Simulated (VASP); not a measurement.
Input of a VASP 6.6.1 run:

Contents of INCAR:

```
ALGO = Normal
EDIFF = 1E-6
ENCUT = 520
ISIF = 2
ISMEAR = -1
LASPH = T
LCHARG = T
LELF = T
LREAL = F
LVHAR = T
LWAVE = F
NBANDS = 11
NELM = 60
PREC = Accurate
SIGMA = 0.05
```

Contents of KPOINTS:

```
k-points
0
Gamma
  10 10 10
```

File POSCAR:

```
BAs
1.0
    0.0000000000      2.4043183418      2.4043183418
    2.4043183418      0.0000000000      2.4043183418
    2.4043183418      2.4043183418      0.0000000000
As B
1 1
Direct
    0.7500000000      0.7500000000      0.7500000000
    0.0000000000      0.0000000000      0.0000000000
```

Potentials or basis: VASP PAW LDA potentials, release 64 (As, B).

Command:

```console
$ cat potpaw_LDA.64/As/POTCAR potpaw_LDA.64/B/POTCAR > POTCAR
$ mpirun -np 1 vasp_std > vasp.out
```

Predict the band gap on the k mesh.

1.14 eV, indirect (least direct gap 3.22 eV).

Predict the pressure.

-5.6 GPa.

A k mesh can miss the band edges. LDA gaps usually lie below the measured ones, often by a third to a half.
